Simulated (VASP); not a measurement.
Here is a VASP 6.6.1 calculation.

The input INCAR:

```
SYSTEM = TaN
ALGO     = Normal         ! electronic algorithm
EDIFF    = 1E-8           ! SCF threshold, eV
ENCUT    = 520            ! plane-wave cutoff, eV
GGA      = PE             ! functional
GGA_COMPAT= .FALSE.      
ISIF     = 2              ! what is computed and relaxed
ISMEAR   = -1             ! smearing method
LASPH    = .TRUE.         ! aspherical terms in the spheres
LCHARG   = .FALSE.        ! write CHGCAR
LEFG     = .TRUE.       
LREAL    = .FALSE.        ! projectors in reciprocal space
LWAVE    = .FALSE.        ! write WAVECAR
NBANDS   = 16             ! bands
NELM     = 120            ! most SCF steps
PREC     = Accurate       ! precision mode
SIGMA    = 0.02           ! smearing width, eV
```

File KPOINTS:

```
k-points
0
G
  12 12 10
  0 0 0
```

Contents of POSCAR:

```
TaN
1.0
    2.9083200731      0.0000000000      0.0000000000
   -1.4541600366      2.5186790657      0.0000000000
    0.0000000000      0.0000000000      2.8538767967
Ta N
1 1
Direct
    0.3333333333      0.6666666667      0.5000000000
    0.0000000000      0.0000000000      0.0000000000
```

Potentials or basis: VASP PAW PBE potentials, release 64 (Ta_sv_GW, N).

The run is started by

```console
$ cat potpaw_PBE.64/Ta_sv_GW/POTCAR potpaw_PBE.64/N/POTCAR > POTCAR
$ mpirun -np 1 vasp_std > vasp.out
```

Question: Predict the band gap on the k mesh.

Answer: Zero (bands 9 and 10 overlap by 0.52 eV).

Question: What does it give for the pressure?

Answer: 16.1 GPa.

Electric field gradients, principal values (V/Å²):
```csv
atom,least,middle,greatest (by size)
1 Ta,-15.462,-15.462,30.924
2 N,-0.053,-0.054,0.107
```

Caveat: the cell stands under pressure; without QUAD_EFG the Cq values of the log hold for a quadrupole moment of 1 mb, not for the nuclei; spin-orbit coupling is left out, which moves the levels of the heavy elements.
